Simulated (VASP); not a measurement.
# C: single point with r2SCAN

The system is C.

```
C
1.0
     2.45625    0.00000    0.00000
     0.00000    4.25292    0.00000
     0.00000    0.00000    7.25786
C
8
Direct
  0.50000 0.41663 0.75003
  0.50000 0.91663 0.24997
  0.50000 0.58337 0.24997
  0.50000 0.08337 0.75003
  0.00000 0.91663 0.75003
  0.00000 0.41663 0.24997
  0.00000 0.08337 0.24997
  0.00000 0.58337 0.75003
```

This cell differs from its parent crystal: strain along c alone, the other axes held: +2.0 %, then relaxed in part.

| Quantity | Value |
| --- | --- |
| Program | VASP 6.6.1 |
| Task | single point |
| Functional | r2SCAN |
| Potentials or basis | VASP PAW PBE potentials, release 64 (C) |
| Cutoff | 520 eV |
| k mesh | 14 × 8 × 6 |
| Occupations | gaussian, width 0.1 eV |
| Spin | no spin polarisation |

```
Pressure               : 0.6 GPa
Largest force          : 0.003 eV/Å
Band gap on the k mesh : 0.13 eV
```

Forces in eV/Å, atoms in the order of the input:
```
C    0.000 -0.003  0.000
C    0.000 -0.003  0.000
C    0.000  0.003  0.000
C    0.000  0.003  0.000
C    0.000 -0.003  0.000
C    0.000 -0.003  0.000
C    0.000  0.003  0.000
C    0.000  0.003  0.000
```

Stress tensor (GPa, compression positive):
```
 1.16  0.00  0.00
 0.00  0.89  0.00
 0.00  0.00 -0.37
```

Levels at points of the mesh, in eV from the valence-band top:
```
           k point  band 14  band 15  band 16  band 17  band 18  band 19
(0.00, 0.00, 0.00)    -3.04    -2.81    -1.86     1.41     2.56     3.97
(0.50, 0.00, 0.00)    -3.23    -2.28    -2.28     2.84     2.84     3.62
(0.00, 0.50, 0.00)    -5.21    -5.19    -5.19     5.90     5.90     7.77
(0.50, 0.50, 0.00)    -2.41    -2.41    -2.41     2.06     2.06     2.06
(0.00, 0.00, 0.50)    -3.04    -2.36    -2.36     1.94     1.94     6.15
(0.50, 0.00, 0.50)    -2.78    -2.78    -2.78     3.21     3.21     3.21
(0.00, 0.50, 0.50)    -5.20    -5.20    -5.20     7.71     7.71     7.71
(0.50, 0.50, 0.50)    -2.37    -2.37    -2.37     1.94     1.94     1.94
```

Run time: 15 min on 1 thread of Oxide Virtual Turin-like Processor, with other jobs on the host, peak memory 0.29 GiB.

Caveat: the cell differs from its parent crystal (strain along c alone, the other axes held: +2.0 %, then relaxed in part); the PAW data sets were made with another functional, which shifts forces and pressure a little. A k mesh can miss the band edges.
